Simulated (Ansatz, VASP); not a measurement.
# One calculation of SnTe, two programs

```xyz
2
Lattice="0.0000 3.1914 2.9729 3.1914 0.0000 2.9729 3.1914 3.1914 0.0000" Properties=species:S:1:pos:R:3 pbc="T T T"
Sn   -0.0580    0.0000    0.0000
Te    3.2454    3.1914    2.9729
```

Change from the starting cell: mode 4 frozen in at -0.057 Å, strain +e along z and -e/2 along x and y -0.0467.

Alike in both runs: task single point; functional LDA; k mesh 10 × 10 × 10; occupations gaussian, width 0.03 eV; no spin polarisation.

|  | VASP | Ansatz |
| --- | --- | --- |
| version | VASP 6.6.1 | Ansatz 0.2.0 |
| potentials or method | VASP PAW LDA potentials, release 64 (Sn_d, Te), cutoff 520 eV | scalar-relativistic, plane waves, PAW |
| valence electrons in the cell | 20 | 30 |

VASP gave:

| Quantity | Value |
| --- | --- |
| gap on the k mesh at the Fermi level (eV) | 0.22 |
| least direct gap on the mesh (eV) | 0.29 |
| pressure (GPa) | 1.0 |
| traceless stress, the component that is largest in VASP (GPa) | 7.56 |
| rms of the force components (eV/Å) | 0.005 |

Question: Estimate Ansatz's values.

Answer: gap on the k mesh at the Fermi level (eV): 0.25; least direct gap on the mesh (eV): 0.31; pressure (GPa): 1.0; traceless stress, the component that is largest in VASP (GPa): 7.51; rms of the force components (eV/Å): 0.008.

LDA's correlation is that of Perdew and Zunger in VASP and of Perdew and Wang (1992) in Ansatz. Atom by atom the forces differ by 0.003 eV/Å (rms over components). VASP's potentials hold 20 valence electrons a cell and Ansatz's 30, so a difference there can come from the potentials and not from the codes.

Spin-orbit coupling is off throughout.
